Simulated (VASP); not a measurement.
# MoS2 in VASP: single point with PBE+D3(BJ)

Aim: the single point of MoS2 with PBE+D3(BJ).

Everything below comes from runs of VASP 6.6.1. Logs are shortened: lines on timing, memory, paths and dates and some standing lists are left out, and cuts for length are marked.

**1. The cell of the first run**

The typed cell holds 3 atoms: a = 6.264 Å, b = 6.264 Å, c = 6.264 Å, α = 29.15°, β = 29.15°, γ = 29.15°.

**2. Single point, PBE+D3(BJ) (all atoms moved at random, sigma 0.15 Å a component, then relaxed in part)**

The input, INCAR:

```
SYSTEM = MoS2
PREC = Accurate
ENCUT = 520
EDIFF = 1E-6
ISMEAR = 0
SIGMA = 0.05
LREAL = .FALSE.
LASPH = .TRUE.
NELM = 60
ALGO = Normal
ISIF = 2
LWAVE = .FALSE.
LCHARG = .TRUE.
GGA = PE
IVDW = 12
LELF = .TRUE.
LVHAR = .TRUE.
NBANDS = 20
```

The input, KPOINTS:

```
regular mesh
0
G
  9 9 9
  0 0 0
```

The input, POSCAR:

```
MoS2
1.0
    1.5763026365      0.9103242061      5.9937059183
   -1.5768103556      0.9103204994      5.9938399472
   -0.0002570697     -1.8203579574      5.9937294128
Mo S
1 2
Direct
    0.0000203825      0.0000165561      0.0000174766
    0.7536257856      0.7535346994      0.7536070188
    0.5796538318      0.5797487444      0.5796755045
```

Potentials or basis: VASP PAW PBE potentials, release 64 (Mo_sv, S).

Command:

```bash
$ cat potpaw_PBE.64/Mo_sv/POTCAR potpaw_PBE.64/S/POTCAR > POTCAR
$ mpirun -np 1 vasp_std > vasp.out
```

OUTCAR:

```text
SYSTEM = MoS2
   PREC = Accurate
   ENCUT = 520
   EDIFF = 1E-6
   ISMEAR = 0
   LREAL = .FALSE.
   LASPH = .TRUE.
   NELM = 60
   ISIF = 2
   GGA = PE
   IVDW = 12
 IVDW          = 12

 ion  position               nearest neighbor table
   1  0.000  0.000  0.000-   2 2.40   2 2.40   2 2.40   3 2.40   3 2.40   3 2.40
   2  0.754  0.754  0.754-   1 2.40   1 2.40   1 2.40
   3  0.580  0.580  0.580-   1 2.40   1 2.40   1 2.40

  LATTYP: Found a base centered monoclinic cell.
 ALAT       =     5.4613485287
 B/A-ratio  =     0.5773519049
 C/A-ratio  =     1.7269966567
 COS(beta)  =    -0.7721101546

  Lattice vectors:

 A1 = (   1.5765532859,  -2.7306784568,  -0.0001105344)
 A2 = (   3.1531129921,   0.0000037067,  -0.0001340289)
 A3 = (  -6.3064766336,   3.6409952495,   5.9940845105)

Analysis of symmetry for initial positions (statically):
=====================================================================
 Subroutine PRICEL returns:
 Original cell was already a primitive cell.

 Routine SETGRP: Setting up the symmetry group for a
 base centered monoclinic supercell.

 Subroutine GETGRP returns: Found  1 space group operations
 (whereof  1 operations were pure point group operations)
 out of a pool of  4 trial point group operations.

The static configuration has the point symmetry C_1 .

Analysis of symmetry for dynamics (positions and initial velocities):
=====================================================================
 Subroutine PRICEL returns:
 Original cell was already a primitive cell.

 Routine SETGRP: Setting up the symmetry group for a
 base centered monoclinic supercell.

 Subroutine GETGRP returns: Found  1 space group operations
 (whereof  1 operations were pure point group operations)
 out of a pool of  4 trial point group operations.

The dynamic configuration has the point symmetry C_1 .

 Subroutine INISYM returns: Found  1 space group operations
 (whereof  1 operations are pure point group operations),
 and found     1 'primitive' translations

----------------------------------------------------------------------------------------

                                     Primitive cell

  volume of cell :      51.6071

  direct lattice vectors                    reciprocal lattice vectors
     1.576302636  0.910324206  5.993705918     0.317149046  0.183103295  0.055623977
    -1.576810356  0.910320499  5.993839947    -0.317144749  0.183104041  0.055596999
    -0.000257070 -1.820357957  5.993729413     0.000002795 -0.366209994  0.055619248

  length of vectors
     6.264018742  6.264274229  6.264063811     0.370411070  0.370403709  0.370409585

  position of ions in fractional coordinates (direct lattice)
     0.000020382  0.000016556  0.000017477
     0.753625786  0.753534699  0.753607019
     0.579653832  0.579748744  0.579675505

  ion indices of the primitive-cell ions
   primitive index   ion index
                 1           1
                 2           2
                 3           3

----------------------------------------------------------------------------------------

 KPOINTS: regular mesh

Automatic generation of k-mesh.
 Grid dimensions read from file:
 generate k-points for:    9    9    9

 Generating k-lattice:

  Cartesian coordinates                     Fractional coordinates (reciprocal lattice)
     0.035238783  0.020344811  0.006180442     0.111111111 -0.000000000 -0.000000000
    -0.035238305  0.020344893  0.006177444     0.000000000  0.111111111  0.000000000
     0.000000311 -0.040689999  0.006179916     0.000000000  0.000000000  0.111111111

  Length of vectors
     0.041156786  0.041155968  0.041156621

  Shift w.r.t. Gamma in fractional coordinates (k-lattice)
     0.000000000  0.000000000  0.000000000

 Subroutine IBZKPT returns following result:
 ===========================================

 Found    365 irreducible k-points:

 Following reciprocal coordinates:
            Coordinates               Weight
  0.000000  0.000000  0.000000      1.000000
  0.111111  0.000000  0.000000      2.000000
  0.000000  0.000000 -0.111111      2.000000
  0.222222 -0.000000  0.000000      2.000000
  0.000000  0.000000 -0.222222      2.000000
  0.333333  0.000000  0.000000      2.000000
[... 16 lines left out ...]
 -0.222222  0.111111 -0.000000      2.000000
 -0.000000 -0.111111  0.222222      2.000000
 [... further k-points ...]
   k-points           NKPTS =    365   k-points in BZ     NKDIM =    365   number of bands    NBANDS=     20
   number of dos      NEDOS =    301   number of ions     NIONS =      3
   total plane-waves  NPLWV = 110592
   dimension x,y,z NGX =    48 NGY =   48 NGZ =   48
   dimension x,y,z NGXF=    96 NGYF=   96 NGZF=   96
   ions per type =               1   2
   NGX,Y,Z   is equivalent  to a cutoff of  12.74, 12.74, 12.74 a.u.
   NGXF,Y,Z  is equivalent  to a cutoff of  25.48, 25.48, 25.48 a.u.
 SYSTEM =  MoS2
   PREC   = accura    normal or accurate (medium, high low for compatibility)
   ISTART =      0    job   : 0-new  1-cont  2-samecut
   ICHARG =      2    charge: 1-file 2-atom 10-const
   ISPIN  =      1    spin polarized calculation?
   LNONCOLLINEAR =      F non collinear calculations
   LSORBIT =      F    spin-orbit coupling
   LASPH  =      T    aspherical Exc in radial PAW
   ENCUT  =  520.0 eV  38.22 Ry    6.18 a.u.  11.65 11.65 11.65*2*pi/ulx,y,z
   NELM   =     60;   NELMIN=  2; NELMDL= -5     # of ELM steps
   EDIFF  = 0.1E-05   stopping-criterion for ELM
   LREAL  =      F    real-space projection
   EDIFFG = 0.1E-04   stopping-criterion for IOM
   NSW    =      0    number of steps for IOM
   IBRION =     -1    ionic relax: 0-MD 1-quasi-New 2-CG
   NFREE  =      0    steps in history (QN), initial steepest desc. (CG)
   ISIF   =      2    stress and relaxation
   ISYM   =      2    0-nonsym 1-usesym 2-fastsym
   POTIM  = 0.5000    time-step for ionic-motion
   TEBEG  =    0.0;   TEEND  =   0.0 temperature during run
   PSTRESS=    0.0 pullay stress
   NELECT =      26.0000    total number of electrons
   NUPDOWN=      -1.0000    fix difference up-down
   EMIN   =  10.00;   EMAX   =-10.00  energy-range for DOS
   EFERMI =   0.00;   METHOD = LEGACY
   ISMEAR =     0;   SIGMA  =   0.05  broadening in eV -4-tet -1-fermi 0-gaus
   EFERMI_NEDOS =   21; number of points for ismear=-14 and -15
   IALGO  =     38    algorithm
   IMIX   =      4    mixing-type and parameters
     AMIX     =   0.40;   BMIX     =  1.00
     AMIX_MAG =   1.60;   BMIX_MAG =  1.00
  volume/ion in A,a.u.               =      17.20       116.09
  Fermi-wavevector in a.u.,A,eV,Ry     =   1.302655  2.461661 23.087862  1.696910
  Thomas-Fermi vector in A             =   2.433709
   LORBIT       =      0    0 simple, 1 ext, 2 COOP (PROOUT), +10 PAW based schemes
   GGA     = PE    functional components
   LHFCALC =     F    Hartree Fock is set to
   AEXX    =    0.0000 exact exchange contribution
   IVDW    =    12    specifies the selected vdW correction
   LEPSILON=     F    determine dielectric tensor
   LRPA    =     F    only Hartree local field effects (RPA)
 non-spin polarized calculation
 Gauss-broadening in eV      SIGMA  =   0.05
  energy-cutoff  :      520.00
  volume of cell :       51.61
 maximum number of plane-waves:      1405
   NGX = 23   NGY = 23   NGZ = 23

 number of electron      26.0000001 magnetization

 Free energy of the ion-electron system (eV)
  ---------------------------------------------------
  ext. energy  EPLUGINS =         0.00000000
  ---------------------------------------------------
  free energy    TOTEN  =       -21.76519477 eV

  energy without entropy =      -21.76519477  energy(sigma->0) =      -21.76519477

 E-fermi :   8.3461     XC(G=0): -11.0588

 val. band max:        8.0874351696   @ k =   0.4444   0.4444   0.4444
 cond. band min:       8.9879903349   @ k =  -0.0000  -0.2222   0.1111
 fundamental gap:      0.9005551654
 Fermi energy:         8.3461486957

 k-point     1 :       0.0000    0.0000    0.0000
  band No.  band energies     occupation
      1     -53.5086      2.00000
      2     -27.6734      2.00000
      3     -27.4324      2.00000
      4     -27.4324      2.00000
      5      -7.0990      2.00000
      6      -5.2967      2.00000
[... 12 lines left out ...]
     19      16.0711      0.00000
     20      17.1312      0.00000

 k-point     2 :       0.1111    0.0000    0.0000
  band No.  band energies     occupation
      1     -53.5036      2.00000
      2     -27.6637      2.00000
      3     -27.4816      2.00000
      4     -27.4436      2.00000
      5      -6.9057      2.00000
      6      -5.2398      2.00000
[... 12 lines left out ...]
     19      16.7392      0.00000
     20      17.1102      0.00000

 k-point     3 :       0.0000    0.0000   -0.1111
  band No.  band energies     occupation
      1     -53.5036      2.00000
      2     -27.6637      2.00000
      3     -27.4815      2.00000
      4     -27.4436      2.00000
      5      -6.9057      2.00000
      6      -5.2398      2.00000
[... 12 lines left out ...]
     19      16.7392      0.00000
     20      17.1102      0.00000

 k-point     4 :       0.2222   -0.0000    0.0000
  band No.  band energies     occupation
      1     -53.4911      2.00000
      2     -27.6392      2.00000
      3     -27.6043      2.00000
      4     -27.4717      2.00000
      5      -6.3755      2.00000
      6      -5.0837      2.00000
[... 429 lines left out ...]
 k-point    23 :      -0.2222    0.1111   -0.0000
  band No.  band energies     occupation
      1     -53.4814      2.00000
      2     -27.6827      2.00000
      3     -27.6203      2.00000
      4     -27.5076      2.00000
      5      -5.9327      2.00000
      6      -4.9277      2.00000
[... 12 lines left out ...]
     19      16.3484      0.00000
     20      17.1150      0.00000

 k-point    24 :      -0.0000   -0.1111    0.2222
  band No.  band energies     occupation
      1     -53.4814      2.00000
      2     -27.6827      2.00000
      3     -27.6203      2.00000
      4     -27.5076      2.00000
      5      -5.9327      2.00000
      6      -4.9277      2.00000
[... 12 lines left out ...]
     19      16.3484      0.00000
     20      17.1150      0.00000

 [... further k-points ...]

------------------------ aborting loop because EDIFF is reached ----------------------------------------

 Edisp (eV)   -1.32132

 E8    (eV) :    -0.5328

  FORCE on cell =-STRESS in cart. coord.  units (eV):
  Direction    XX          YY          ZZ          XY          YZ          ZX
  --------------------------------------------------------------------------------------
  -------------------------------------------------------------------------------------
  Total      -0.03170    -0.03172    -0.04253     0.00015    -0.00019    -0.00002
  in kB      -0.98406    -0.98471    -1.32035     0.00473    -0.00594    -0.00076
  external pressure =       -1.10 kB  Pullay stress =        0.00 kB

 VOLUME and BASIS-vectors are now :
 -----------------------------------------------------------------------------
  energy-cutoff  :      520.00
  volume of cell :       51.61
      direct lattice vectors                 reciprocal lattice vectors
     1.576302636  0.910324206  5.993705918     0.317149046  0.183103295  0.055623977
    -1.576810356  0.910320499  5.993839947    -0.317144749  0.183104041  0.055596999
    -0.000257070 -1.820357957  5.993729413     0.000002795 -0.366209994  0.055619248

 POSITION                                       TOTAL-FORCE (eV/Angst)
 -----------------------------------------------------------------------------------
      0.00001      0.00000      0.00033        -0.000160     -0.000069     -0.000905
     -0.00043      0.00017     13.55049        -0.000145      0.000050     -0.012970
     -0.00059      0.00021     10.42361         0.000304      0.000019      0.013875
 -----------------------------------------------------------------------------------
    total drift:                               -0.000000      0.000001     -0.000008

  FREE ENERGIE OF THE ION-ELECTRON SYSTEM (eV)
  ---------------------------------------------------
  free  energy   TOTEN  =       -23.0865112212 eV

  energy  without entropy=      -23.0865112212  energy(sigma->0) =      -23.08651122
```

Run time: 6.9 min. Hardware: 1 thread of Intel Xeon 6975P-C (Granite Rapids), shared host; peak memory 0.57 GiB.

What came out:

| Item | Value |
| --- | --- |
| Free energy | -23.0865 eV |
| Pressure | -0.1 GPa |
| Largest force | 0.014 eV/Å |
| Band gap on the k mesh | 0.90 eV, indirect (least direct gap 1.77 eV) |
| Dispersion energy per atom | -0.440 eV |

Forces on the atoms (eV/Å):
```
Mo   0.000  0.000 -0.001
S    0.000  0.000 -0.013
S    0.000  0.000  0.014
```

Caveat: the cell differs from its parent crystal (all atoms moved at random, sigma 0.15 Å a component, then relaxed in part).
